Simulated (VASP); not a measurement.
# CsH: single point with r2SCAN

CsH:

```
Cs H
1.0
     0.00000    3.18800    3.18800
     3.18800    0.00000    3.18800
     3.18800    3.18800    0.00000
Cs H
1 1
Direct
  0.01960 0.01960 0.98040
  0.50000 0.50000 0.50000
```

This cell differs from its parent crystal: all Cs atoms moved +0.125 Å, as atom 1 along Cartesian [0 0 1].

```json
{"Program": "VASP 6.6.1", "Task": "single point", "Functional": "r2SCAN", "Potentials or basis": "VASP PAW PBE potentials, release 64 (Cs_sv, H)", "Cutoff": "520 eV", "k mesh": "6 × 6 × 6", "Occupations": "gaussian, width 0.05 eV", "Spin": "no spin polarisation"}
```

The pressure is 0.1 GPa. The largest force is 0.079 eV/Å. The band gap on the k mesh is 2.68 eV, direct.

Forces in eV/Å, atoms in the order of the input:
```
Cs   0.000  0.000 -0.079
H    0.000  0.000  0.079
```

Stress tensor (GPa, compression positive):
```
0.02 0.00 0.00
0.00 0.02 0.00
0.00 0.00 0.19
```

Levels at points of the mesh, in eV from the valence-band top:
```csv
k point,band 2,band 3,band 4,band 5,band 6,band 7,band 8,band 9
"(0.00, 0.00, 0.00)",-8.15,-8.15,-8.15,-1.64,5.69,5.69,5.70,6.32
"(0.50, 0.00, 0.00)",-8.99,-8.24,-8.24,0.00,2.68,5.26,5.26,7.80
"(0.50, 0.50, 0.00)",-8.86,-8.42,-8.42,-1.14,3.51,6.06,8.68,8.99
"(0.00, 0.50, 0.50)",-8.86,-8.42,-8.42,-1.14,3.50,6.08,8.40,9.00
```

Run time: 2.5 min on 1 thread of Intel Xeon 8259CL (shared host), peak memory 0.22 GiB.

Caveat: the cell differs from its parent crystal (all Cs atoms moved +0.125 Å, as atom 1 along Cartesian [0 0 1]); the PAW data sets were made with another functional, which shifts forces and pressure a little; spin-orbit coupling is left out, which moves the levels of the heavy elements. A k mesh can miss the band edges.
